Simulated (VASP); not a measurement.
# Zn (P6_3/mmc) in VASP: further runs, part 2 of 2

VASP 6.6.1. Earlier steps stand in the parts before.

## 3. Single point, PBE

This run uses another cell than the first one, of 15.33 Å³/atom, 1.020 times its volume.

File INCAR:

```
SYSTEM = Zn
ALGO = Normal
EDIFF = 1E-7
ENCUT = 520
GGA = PE
ISIF = 2
ISMEAR = -1
LASPH = .True.
LCHARG = .False.
LREAL = .False.
LWAVE = .False.
NBANDS = 19
NELM = 100
PREC = Accurate
SIGMA = 0.05
```

File KPOINTS:

```
k-points
0
Gamma
  11 11 6
  0 0 0
```

File POSCAR:

```
Zn
1.0
    2.6700000000      0.0000000000      0.0000000000
   -1.3350000000      2.3122878281      0.0000000000
    0.0000000000      0.0000000000      4.9660000000
Zn
2
Direct
    0.6666666667      0.3333333333      0.7500000000
    0.3333333333      0.6666666667      0.2500000000
```

Potentials or basis: VASP PAW PBE potentials, release 64 (Zn).

The run is started by

```console
$ cat potpaw_PBE.64/Zn/POTCAR > POTCAR
$ mpirun -np 1 vasp_std > vasp.out
```

OUTCAR:

```text
SYSTEM = Zn
   EDIFF = 1E-7
   ENCUT = 520
   GGA = PE
   ISIF = 2
   ISMEAR = -1
   LASPH = .True.
   LREAL = .False.
   NELM = 100
   PREC = Accurate

 ion  position               nearest neighbor table
   1  0.667  0.333  0.750-   2 2.92   2 2.92   2 2.92   2 2.92   2 2.92   2 2.92
   2  0.333  0.667  0.250-   1 2.92   1 2.92   1 2.92   1 2.92   1 2.92   1 2.92

  LATTYP: Found a hexagonal cell.
 ALAT       =     2.6700000000
 C/A-ratio  =     1.8599250936

  Lattice vectors:

 A1 = (   2.6700000000,   0.0000000000,   0.0000000000)
 A2 = (  -1.3350000000,   2.3122878281,   0.0000000000)
 A3 = (   0.0000000000,   0.0000000000,   4.9660000000)

Analysis of symmetry for initial positions (statically):
=====================================================================
 Subroutine PRICEL returns:
 Original cell was already a primitive cell.

 Routine SETGRP: Setting up the symmetry group for a
 hexagonal supercell.

 Subroutine GETGRP returns: Found 24 space group operations
 (whereof 12 operations were pure point group operations)
 out of a pool of 24 trial point group operations.

The static configuration has the point symmetry D_3d.
 The point group associated with its full space group is D_6h.

Analysis of symmetry for dynamics (positions and initial velocities):
=====================================================================
 Subroutine PRICEL returns:
 Original cell was already a primitive cell.

 Routine SETGRP: Setting up the symmetry group for a
 hexagonal supercell.

 Subroutine GETGRP returns: Found 24 space group operations
 (whereof 12 operations were pure point group operations)
 out of a pool of 24 trial point group operations.

The dynamic configuration has the point symmetry D_3d.
 The point group associated with its full space group is D_6h.

 Subroutine INISYM returns: Found 24 space group operations
 (whereof 12 operations are pure point group operations),
 and found     1 'primitive' translations

[... 103 lines left out ...]
   TEBEG  =    0.0;   TEEND  =   0.0 temperature during run
   PSTRESS=    0.0 pullay stress
   NELECT =      24.0000    total number of electrons
   NUPDOWN=      -1.0000    fix difference up-down
   EMIN   =  10.00;   EMAX   =-10.00  energy-range for DOS
   EFERMI =   0.00;   METHOD = LEGACY
   ISMEAR =    -1;   SIGMA  =   0.05  broadening in eV -4-tet -1-fermi 0-gaus
   EFERMI_NEDOS =   21; number of points for ismear=-14 and -15
   IALGO  =     38    algorithm
   IMIX   =      4    mixing-type and parameters
     AMIX     =   0.40;   BMIX     =  1.00
     AMIX_MAG =   1.60;   BMIX_MAG =  1.00
  volume/ion in A,a.u.               =      15.33       103.45
  Fermi-wavevector in a.u.,A,eV,Ry     =   1.508778  2.851177 30.972445  2.276410
  Thomas-Fermi vector in A             =   2.619187
   LORBIT       =      0    0 simple, 1 ext, 2 COOP (PROOUT), +10 PAW based schemes
   GGA     = PE    functional components
   LHFCALC =     F    Hartree Fock is set to
   AEXX    =    0.0000 exact exchange contribution
   IVDW    =     0    specifies the selected vdW correction
   LEPSILON=     F    determine dielectric tensor
   LRPA    =     F    only Hartree local field effects (RPA)
 non-spin polarized calculation
  energy-cutoff  :      520.00
  volume of cell :       30.66
 maximum number of plane-waves:       846
 NGX is ok and might be reduce to    20
   NGX =  9   NGY =  9   NGZ = 19

 number of electron      24.0000011 magnetization

 Free energy of the ion-electron system (eV)
  ---------------------------------------------------
  ext. energy  EPLUGINS =         0.00000000
  ---------------------------------------------------
  free energy    TOTEN  =        -2.20271497 eV

  energy without entropy =       -2.19799702  energy(sigma->0) =       -2.20035599

 E-fermi :   2.9290     XC(G=0): -11.5098

 val. band max:        2.9269041835   @ k =   0.3636   0.2727   0.3333
 cond. band min:       2.9760103247   @ k =   0.1818   0.0000   0.1667
 fundamental gap:      0.0491061412
 Fermi energy:         2.9290198556

 k-point     1 :       0.0000    0.0000    0.0000
  band No.  band energies     occupation
      1      -7.2823      2.00000
      2      -5.5182      2.00000
      3      -4.8368      2.00000
      4      -4.6036      2.00000
      5      -4.6036      2.00000
      6      -4.5549      2.00000
[... 505 lines left out ...]
      6      -4.5577      2.00000
[... 11 lines left out ...]
     18      17.5586      0.00000
     19      19.6933      0.00000

 [... further k-points ...]
[... 5 lines left out ...]
  --------------------------------------------------------------------------------------
  -------------------------------------------------------------------------------------
  Total       -0.0029713     -0.0029713     -0.1994607      0.0000000      0.0000000      0.0000000
  in kB       -0.1552739     -0.1552739    -10.4233691      0.0000000      0.0000000      0.0000000
  external PRESSURE =      -3.5779723 kB  Pullay stress =       0.0000000 kB

 VOLUME and BASIS-vectors are now :
 -----------------------------------------------------------------------------
  energy-cutoff  :      520.00
  volume of cell :       30.66
      direct lattice vectors                 reciprocal lattice vectors
     2.670000000  0.000000000  0.000000000     0.374531835  0.216236056  0.000000000
    -1.335000000  2.312287828  0.000000000     0.000000000  0.432472112  0.000000000
     0.000000000  0.000000000  4.966000000     0.000000000  0.000000000  0.201369311

 POSITION                                       TOTAL-FORCE (eV/Angst)
 -----------------------------------------------------------------------------------
      1.33500      0.77076      3.72450         0.000000      0.000000      0.000000
     -0.00000      1.54153      1.24150        -0.000000     -0.000000      0.000000
 -----------------------------------------------------------------------------------
    total drift:                               -0.000000      0.000000      0.000000

  FREE ENERGIE OF THE ION-ELECTRON SYSTEM (eV)
  ---------------------------------------------------
  free  energy   TOTEN  =        -2.2027149659 eV

  energy  without entropy=       -2.1979970194  energy(sigma->0) =       -2.20035599
```

stdout:

```text
POSCAR found type information on POSCAR Zn
 POSCAR found :  1 types and       2 ions
 scaLAPACK will be used
 LDA part: xc-table for (Slater+PW92), standard interpolation
 POSCAR, INCAR and KPOINTS ok, starting setup
 FFT: planning ... GRIDC
 FFT: planning ... GRID_SOFT
 FFT: planning ... GRID
 WAVECAR not read
 entering main loop
```

It took 40 s on 1 thread of Intel Xeon 8259CL, shared host; peak memory 0.16 GiB.

Results:

- Free energy: -2.2027 eV
- Pressure: -0.4 GPa
- Band gap on the k mesh: zero (band 12 reaches 4.77 eV, above the bottom of band 13 at -0.01 eV)

Levels at points of the mesh, in eV from the Fermi level:
| k point | band 10 | band 11 | band 12 | band 13 | band 14 | band 15 |
| --- | --- | --- | --- | --- | --- | --- |
| (0.00, 0.00, 0.00) | -6.96 | -6.96 | -3.48 | -2.94 | 13.61 | 17.25 |
| (0.00, 0.00, 0.50) | -7.04 | -7.04 | -7.04 | 4.66 | 4.66 | 18.76 |

## 4. Single point, PBE (volume scaled by 1.06)

File INCAR:

```
SYSTEM = Zn
PREC = Accurate
ENCUT = 520
EDIFF = 1E-6
ISMEAR = -1
SIGMA = 0.05
LREAL = .False.
LASPH = .True.
NELM = 100
ALGO = Normal
ISIF = 2
LWAVE = .False.
LCHARG = .False.
GGA = PE
NBANDS = 19
```

File KPOINTS:

```
Automatic mesh
0
Gamma
  11 11 6
  0 0 0
```

File POSCAR:

```
Zn
1.0
    2.7223662359      0.0000000000      0.0000000000
   -1.3611831179      2.3576383187      0.0000000000
    0.0000000000      0.0000000000      5.0633972761
Zn
2
Direct
    0.6666666667      0.3333333333      0.7500000000
    0.3333333333      0.6666666667      0.2500000000
```

The run is started by

```console
$ cat potpaw_PBE.64/Zn/POTCAR > POTCAR
$ mpirun -np 1 vasp_std > vasp.out
```

Wall time 39 s (1 thread of Intel Xeon 8259CL, shared host); peak memory 0.16 GiB.

Results (log left out):

| Item | Value |
| --- | --- |
| Free energy | -2.1767 eV |
| Pressure | -3.9 GPa |
| Band gap on the k mesh | zero (band 12 reaches 4.34 eV, above the bottom of band 13 at -0.45 eV) |

Stress tensor (GPa, compression positive):
```
-4.13  0.00  0.00
 0.00 -4.13  0.00
 0.00  0.00 -3.58
```

Levels at points of the mesh, in eV from the Fermi level:
```
           k point  band 10  band 11  band 12  band 13  band 14  band 15
(0.00, 0.00, 0.00)    -6.90    -6.90    -3.21    -2.99    13.07    16.64
(0.00, 0.00, 0.50)    -6.97    -6.97    -6.97     4.46     4.46    17.91
```

Caveat: the cell differs from its parent crystal (volume scaled by 1.06).

## 5. Single point, LDA (volume scaled by 0.96)

File INCAR:

```
SYSTEM = Zn
  ALGO = Normal
  EDIFF = 1E-6
  ENCUT = 520
  GGA = CA
  ISIF = 2
  ISMEAR = -1
  LASPH = .TRUE.
  LCHARG = .TRUE.
  LELF = .TRUE.
  LREAL = .FALSE.
  LVHAR = .TRUE.
  LWAVE = .FALSE.
  NBANDS = 19
  NELM = 60
  PREC = Accurate
  SIGMA = 0.05
```

File KPOINTS:

```
k-points
0
G
  11 11 6
  0 0 0
```

File POSCAR:

```
Zn
1.0
    2.6339144954      0.0000000000      0.0000000000
   -1.3169572477      2.2810368644      0.0000000000
    0.0000000000      0.0000000000      4.8988836645
Zn
2
Direct
    0.6666666667      0.3333333333      0.7500000000
    0.3333333333      0.6666666667      0.2500000000
```

Potentials or basis: VASP PAW LDA potentials, release 64 (Zn).

The run is started by

```console
$ cat potpaw_LDA.64/Zn/POTCAR > POTCAR
$ mpirun -np 1 vasp_std > vasp.out
```

It took 28 s on 1 thread of Intel Xeon 8259CL, shared host; peak memory 0.14 GiB.

Results (log left out):

```yaml
Free_energy: -3.6975 eV
Pressure: -6.1 GPa
Band_gap_on_the_k_mesh: zero (band 12 reaches 4.85 eV, above the bottom of band 13 at 0.03 eV)
```

Stress tensor (GPa, compression positive):
```
-6.14  0.00  0.00
 0.00 -6.14  0.00
 0.00  0.00 -5.98
```

Levels at points of the mesh, in eV from the Fermi level:
| k point | band 8 | band 9 | band 10 | band 11 | band 12 | band 13 | band 14 | band 15 | band 16 | band 17 |
| --- | --- | --- | --- | --- | --- | --- | --- | --- | --- | --- |
| (0.00, 0.00, 0.00) | -7.29 | -7.29 | -7.07 | -7.07 | -3.63 | -2.95 | 13.91 | 17.74 | 17.90 | 17.90 |
| (0.00, 0.00, 0.50) | -7.65 | -7.16 | -7.16 | -7.16 | -7.16 | 4.78 | 4.78 | 19.21 | 19.21 | 19.21 |

Caveat: the cell differs from its parent crystal (volume scaled by 0.96).

## 6. Single point, LDA (volume scaled by 0.98)

File INCAR:

```
SYSTEM = Zn
  PREC = Accurate
  ENCUT = 520
  EDIFF = 1E-6
  ISMEAR = -1
  SIGMA = 0.05
  LREAL = .False.
  LASPH = .True.
  NELM = 80
  ALGO = Normal
  ISIF = 2
  LWAVE = .False.
  LCHARG = .True.
  GGA = CA
  LELF = .True.
  LVHAR = .True.
  NBANDS = 19
```

File KPOINTS:

```
Automatic mesh
0
Gamma
  11 11 6
  0 0 0
```

File POSCAR:

```
Zn
1.0
    2.6520799970      0.0000000000      0.0000000000
   -1.3260399985      2.2967686502      0.0000000000
    0.0000000000      0.0000000000      4.9326701367
Zn
2
Direct
    0.6666666667      0.3333333333      0.7500000000
    0.3333333333      0.6666666667      0.2500000000
```

Potentials or basis: VASP PAW LDA potentials, release 64 (Zn).

The run is started by

```console
$ cat potpaw_LDA.64/Zn/POTCAR > POTCAR
$ mpirun -np 1 vasp_std > vasp.out
```

Wall time 34 s (1 thread of Intel Xeon 8259CL, shared host); peak memory 0.14 GiB.

It converged, with:

- Free energy: -3.6716 eV
- Pressure: -7.5 GPa
- Band gap on the k mesh: zero (band 12 reaches 4.69 eV, above the bottom of band 13 at -0.14 eV)

Stress tensor (GPa, compression positive):
```
-7.74  0.00  0.00
 0.00 -7.74  0.00
 0.00  0.00 -6.88
```

Levels at points of the mesh, in eV from the Fermi level:
| k point | band 9 | band 10 | band 11 | band 12 | band 13 | band 14 | band 15 | band 16 |
| --- | --- | --- | --- | --- | --- | --- | --- | --- |
| (0.00, 0.00, 0.00) | -7.26 | -7.05 | -7.05 | -3.53 | -2.97 | 13.72 | 17.51 | 17.62 |
| (0.00, 0.00, 0.50) | -7.14 | -7.14 | -7.14 | -7.14 | 4.71 | 4.71 | 18.90 | 18.90 |

Caveat: the cell differs from its parent crystal (volume scaled by 0.98).

## 7. The runs side by side

| level | potentials or basis | cell | gap on the mesh (eV) | pressure (GPa) |
| --- | --- | --- | --- | --- |
| PBE | VASP PAW PBE potentials, release 64 (Zn) | a = 2.652, b = 2.652, c = 4.933 Å, angles 90.0, 90.0, 120.0°, 2 atoms | none | 1.2 |
| PBE | VASP PAW PBE potentials, release 64 (Zn) | a = 2.670, b = 2.670, c = 4.966 Å, angles 90.0, 90.0, 120.0°, 2 atoms | none | -0.4 |
| PBE | VASP PAW PBE potentials, release 64 (Zn) | a = 2.722, b = 2.722, c = 5.063 Å, angles 90.0, 90.0, 120.0°, 2 atoms | none | -3.9 |
| LDA | VASP PAW LDA potentials, release 64 (Zn) | a = 2.634, b = 2.634, c = 4.899 Å, angles 90.0, 90.0, 120.0°, 2 atoms | none | -6.1 |
| LDA | VASP PAW LDA potentials, release 64 (Zn) | a = 2.652, b = 2.652, c = 4.933 Å, angles 90.0, 90.0, 120.0°, 2 atoms | none | -7.5 |

Alike in all rows: task single point; no spin polarisation; k mesh 11 × 11 × 6; cutoff (eV) 520; smearing fermi-dirac 0.05 eV.

Absolute energies hang on the potentials; compare differences alone.
